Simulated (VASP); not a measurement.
# SbW (rocksalt type) (Fm-3m) in VASP: further runs

SbW (rocksalt type) is run at these levels: PBEsol; tasks: single point.

All numbers are computed with VASP 6.6.1; they aren't measurements. Logs are shortened: lines on timing, memory, paths and dates and some standing lists are left out, and cuts for length are marked.

### Step 1. The cell of the first run

It takes space group Fm-3m (No. 225, cubic). The conventional cell has a = 5.096 Å, b = 5.096 Å, c = 5.096 Å, α = 90.00°, β = 90.00°, γ = 90.00°. W (site symmetry m-3m) has 6 Sb at 2.55 Å within 3.4 Å. Within 3.4 Å of Sb (site symmetry m-3m) lie 6 W at 2.55 Å.

### Step 2. Single point, PBEsol

Input file INCAR:

```
SYSTEM = SbW
ALGO = Normal
EDIFF = 1E-7
ENCUT = 520
GGA = PS
ISIF = 2
ISMEAR = -1
LASPH = .True.
LCHARG = .False.
LREAL = .False.
LWAVE = .False.
NBANDS = 16
NELM = 80
PREC = Accurate
SIGMA = 0.05
```

Input file KPOINTS:

```
k-points
0
Gamma
  13 13 13
  0 0 0
```

Input file POSCAR:

```
SbW
1.0
    0.0000000000      2.5479639389      2.5479639389
    2.5479639389      0.0000000000      2.5479639389
    2.5479639389      2.5479639389      0.0000000000
W Sb
1 1
Direct
    0.0000000000      0.0000000000      0.0000000000
    0.5000000000      0.5000000000      0.5000000000
```

Potentials or basis: VASP PAW PBE potentials, release 64 (W_sv, Sb).

Command:

```sh
$ cat potpaw_PBE.64/W_sv/POTCAR potpaw_PBE.64/Sb/POTCAR > POTCAR
$ mpirun -np 1 vasp_std > vasp.out
```

OUTCAR:

```text
SYSTEM = SbW
   EDIFF = 1E-7
   ENCUT = 520
   GGA = PS
   ISIF = 2
   ISMEAR = -1
   LASPH = .True.
   LREAL = .False.
   NELM = 80
   PREC = Accurate

 ion  position               nearest neighbor table
   1  0.000  0.000  0.000-   2 2.55   2 2.55   2 2.55   2 2.55   2 2.55   2 2.55
   2  0.500  0.500  0.500-   1 2.55   1 2.55   1 2.55   1 2.55   1 2.55   1 2.55

  LATTYP: Found a face centered cubic cell.
 ALAT       =     5.0959278778

  Lattice vectors:

 A1 = (   0.0000000000,   2.5479639389,   2.5479639389)
 A2 = (   2.5479639389,   0.0000000000,   2.5479639389)
 A3 = (   2.5479639389,   2.5479639389,   0.0000000000)

Analysis of symmetry for initial positions (statically):
=====================================================================
 Subroutine PRICEL returns:
 Original cell was already a primitive cell.

 Routine SETGRP: Setting up the symmetry group for a
 face centered cubic supercell.

 Subroutine GETGRP returns: Found 48 space group operations
 (whereof 48 operations were pure point group operations)
 out of a pool of 48 trial point group operations.

The static configuration has the point symmetry O_h .

Analysis of symmetry for dynamics (positions and initial velocities):
=====================================================================
 Subroutine PRICEL returns:
 Original cell was already a primitive cell.

 Routine SETGRP: Setting up the symmetry group for a
 face centered cubic supercell.

 Subroutine GETGRP returns: Found 48 space group operations
 (whereof 48 operations were pure point group operations)
 out of a pool of 48 trial point group operations.

The dynamic configuration has the point symmetry O_h .

 Subroutine INISYM returns: Found 48 space group operations
 (whereof 48 operations are pure point group operations),
 and found     1 'primitive' translations

----------------------------------------------------------------------------------------

                                     Primitive cell

  volume of cell :      33.0834

  direct lattice vectors                    reciprocal lattice vectors
     0.000000000  2.547963939  2.547963939    -0.196235116  0.196235116  0.196235116
     2.547963939  0.000000000  2.547963939     0.196235116 -0.196235116  0.196235116
     2.547963939  2.547963939  0.000000000     0.196235116  0.196235116 -0.196235116

  length of vectors
     3.603365159  3.603365159  3.603365159     0.339889192  0.339889192  0.339889192

  position of ions in fractional coordinates (direct lattice)
     0.000000000  0.000000000  0.000000000
[... 73 lines left out ...]
   LNONCOLLINEAR =      F non collinear calculations
   LSORBIT =      F    spin-orbit coupling
   LASPH  =      T    aspherical Exc in radial PAW
   ENCUT  =  520.0 eV  38.22 Ry    6.18 a.u.   6.70  6.70  6.70*2*pi/ulx,y,z
   NELM   =     80;   NELMIN=  2; NELMDL= -5     # of ELM steps
   EDIFF  = 0.1E-06   stopping-criterion for ELM
   LREAL  =      F    real-space projection
   EDIFFG = 0.1E-05   stopping-criterion for IOM
   NSW    =      0    number of steps for IOM
   IBRION =     -1    ionic relax: 0-MD 1-quasi-New 2-CG
   NFREE  =      0    steps in history (QN), initial steepest desc. (CG)
   ISIF   =      2    stress and relaxation
   ISYM   =      2    0-nonsym 1-usesym 2-fastsym
   POTIM  = 0.5000    time-step for ionic-motion
   TEBEG  =    0.0;   TEEND  =   0.0 temperature during run
   PSTRESS=    0.0 pullay stress
   NELECT =      19.0000    total number of electrons
   NUPDOWN=      -1.0000    fix difference up-down
   EMIN   =  10.00;   EMAX   =-10.00  energy-range for DOS
   EFERMI =   0.00;   METHOD = LEGACY
   ISMEAR =    -1;   SIGMA  =   0.05  broadening in eV -4-tet -1-fermi 0-gaus
   EFERMI_NEDOS =   21; number of points for ismear=-14 and -15
   IALGO  =     38    algorithm
   IMIX   =      4    mixing-type and parameters
     AMIX     =   0.40;   BMIX     =  1.00
     AMIX_MAG =   1.60;   BMIX_MAG =  1.00
  volume/ion in A,a.u.               =      16.54       111.63
  Fermi-wavevector in a.u.,A,eV,Ry     =   1.360785  2.571510 25.194385  1.851735
  Thomas-Fermi vector in A             =   2.487417
   LORBIT       =      0    0 simple, 1 ext, 2 COOP (PROOUT), +10 PAW based schemes
   GGA     = PS    functional components
   LHFCALC =     F    Hartree Fock is set to
   AEXX    =    0.0000 exact exchange contribution
   IVDW    =     0    specifies the selected vdW correction
   LEPSILON=     F    determine dielectric tensor
   LRPA    =     F    only Hartree local field effects (RPA)
 non-spin polarized calculation
  energy-cutoff  :      520.00
  volume of cell :       33.08
 maximum number of plane-waves:       911
   NGX = 13   NGY = 13   NGZ = 13

 number of electron      19.0000000 magnetization

 Free energy of the ion-electron system (eV)
  ---------------------------------------------------
  ext. energy  EPLUGINS =         0.00000000
  ---------------------------------------------------
  free energy    TOTEN  =       -14.60155585 eV

  energy without entropy =      -14.58082156  energy(sigma->0) =      -14.59118871

 E-fermi :  13.4277     XC(G=0): -12.9088

 val. band max:       13.4115338631   @ k =  -0.4615   0.1538   0.0000
 cond. band min:      13.4371680080   @ k =  -0.3077   0.4615   0.2308
 fundamental gap:      0.0256341450
 Fermi energy:        13.4276555216

 k-point     1 :       0.0000    0.0000    0.0000
  band No.  band energies     occupation
      1     -60.4934      2.00000
      2     -24.8954      2.00000
      3     -24.8954      2.00000
      4     -24.8954      2.00000
      5      -1.1593      2.00000
      6      11.1385      2.00000
[... 433 lines left out ...]
      3     -24.9063      2.00000
      4     -24.9021      2.00000
      5       2.1764      2.00000
      6       5.8486      2.00000
[... 8 lines left out ...]
     15      23.0753      0.00000
     16      23.6307      0.00000

 [... further k-points ...]
[... 5 lines left out ...]
  --------------------------------------------------------------------------------------
  -------------------------------------------------------------------------------------
  Total       10.8196391     10.8196391     10.8196391      0.0000000      0.0000000     -0.0000000
  in kB      523.9785761    523.9785761    523.9785761      0.0000000      0.0000000     -0.0000000
  external PRESSURE =     523.9785761 kB  Pullay stress =       0.0000000 kB

 VOLUME and BASIS-vectors are now :
 -----------------------------------------------------------------------------
  energy-cutoff  :      520.00
  volume of cell :       33.08
      direct lattice vectors                 reciprocal lattice vectors
     0.000000000  2.547963939  2.547963939    -0.196235116  0.196235116  0.196235116
     2.547963939  0.000000000  2.547963939     0.196235116 -0.196235116  0.196235116
     2.547963939  2.547963939  0.000000000     0.196235116  0.196235116 -0.196235116

 POSITION                                       TOTAL-FORCE (eV/Angst)
 -----------------------------------------------------------------------------------
      0.00000      0.00000      0.00000         0.000000     -0.000000      0.000000
      2.54796      2.54796      2.54796        -0.000000      0.000000     -0.000000
 -----------------------------------------------------------------------------------
    total drift:                               -0.000000      0.000000      0.000000

  FREE ENERGIE OF THE ION-ELECTRON SYSTEM (eV)
  ---------------------------------------------------
  free  energy   TOTEN  =       -14.6015558481 eV

  energy  without entropy=      -14.5808215642  energy(sigma->0) =      -14.59118871
```

OSZICAR:

```text
N       E                     dE             d eps       ncg     rms          rms(c)
DAV:   1     0.131207799433E+03    0.13121E+03   -0.90885E+03  2696   0.118E+03
DAV:   2    -0.116180363310E+02   -0.14283E+03   -0.13943E+03  3440   0.323E+02
DAV:   3    -0.149147444309E+02   -0.32967E+01   -0.32733E+01  3104   0.490E+01
DAV:   4    -0.149487743560E+02   -0.34030E-01   -0.34026E-01  3488   0.572E+00
DAV:   5    -0.149496611639E+02   -0.88681E-03   -0.88680E-03  3272   0.815E-01    0.224E+01
DAV:   6    -0.146447388640E+02    0.30492E+00   -0.74928E-01  3048   0.723E+00    0.985E+00
DAV:   7    -0.146082453996E+02    0.36493E-01   -0.23728E-02  3088   0.123E+00    0.346E+00
DAV:   8    -0.146015794229E+02    0.66660E-02   -0.37891E-03  2880   0.462E-01    0.254E-01
DAV:   9    -0.146015647632E+02    0.14660E-04   -0.13617E-04  3296   0.891E-02    0.756E-02
DAV:  10    -0.146015577130E+02    0.70502E-05   -0.10752E-05  3320   0.291E-02    0.261E-02
DAV:  11    -0.146015565178E+02    0.11952E-05   -0.39861E-07  3296   0.528E-03    0.574E-03
DAV:  12    -0.146015558436E+02    0.67421E-06   -0.36383E-08  1840   0.210E-03    0.771E-04
DAV:  13    -0.146015558481E+02   -0.45343E-08   -0.30456E-09  1680   0.530E-04
   1 F= -.14601556E+02 E0= -.14591189E+02  d E =-.207343E-01
```

It took 18 s on 1 thread of Intel Xeon 6975P-C (Granite Rapids), shared host; peak memory 0.19 GiB.

What came out:

```
Free energy            : -14.6016 eV
Pressure               : 52.4 GPa
Band gap on the k mesh : zero (an odd number of electrons rules out a gap without spin polarisation)
```

Levels at points of the mesh, in eV from the Fermi level:
```
           k point  band 6  band 7  band 8  band 9  band 10  band 11  band 12  band 13  band 14  band 15
(0.00, 0.00, 0.00)   -2.29   -2.29   -2.29   -1.27    -1.27     1.47     1.47     1.47     5.96     8.76
```

Caveat: the cell stands under pressure; the PAW data sets were made with another functional, which shifts forces and pressure a little; spin-orbit coupling is left out, which moves the levels of the heavy elements.

### Step 3. Single point, PBEsol

Input file INCAR:

```
ALGO = Normal ; EDIFF = 1E-7
ENCUT = 520 ; GGA = PS
ISIF = 2 ; ISMEAR = -1
LASPH = T ; LCHARG = F
LREAL = F ; LWAVE = F
NBANDS = 16 ; NELM = 60
PREC = Accurate ; SIGMA = 0.05
```

Input file KPOINTS:

```
k-points
0
Gamma
  13 13 13
```

Input file POSCAR:

```
SbW
1.0
    0.0000000000      2.5476363939      2.5476363939
    2.5476363939      0.0000000000      2.5476363939
    2.5476363939      2.5476363939      0.0000000000
W Sb
1 1
Direct
    0.0000000000      0.0000000000      0.0000000000
    0.5000000000      0.5000000000      0.5000000000
```

Potentials or basis: VASP PAW PBE potentials, release 64 (W_sv, Sb).

Command:

```sh
$ cat potpaw_PBE.64/W_sv/POTCAR potpaw_PBE.64/Sb/POTCAR > POTCAR
$ mpirun -np 1 vasp_std > vasp.out
```

It took 18 s on 1 thread of Intel Xeon 6975P-C (Granite Rapids), shared host; peak memory 0.19 GiB.

It converged, with:

```
Free energy            : -14.5974 eV
Pressure               : 52.5 GPa
Band gap on the k mesh : zero (an odd number of electrons rules out a gap without spin polarisation)
```

Levels at points of the mesh, in eV from the Fermi level:
| k point | band 8 | band 9 | band 10 | band 11 | band 12 | band 13 |
| --- | --- | --- | --- | --- | --- | --- |
| (0.00, 0.00, 0.00) | -2.29 | -1.27 | -1.27 | 1.47 | 1.47 | 1.47 |

Caveat: the cell stands under pressure; the PAW data sets were made with another functional, which shifts forces and pressure a little; spin-orbit coupling is left out, which moves the levels of the heavy elements.
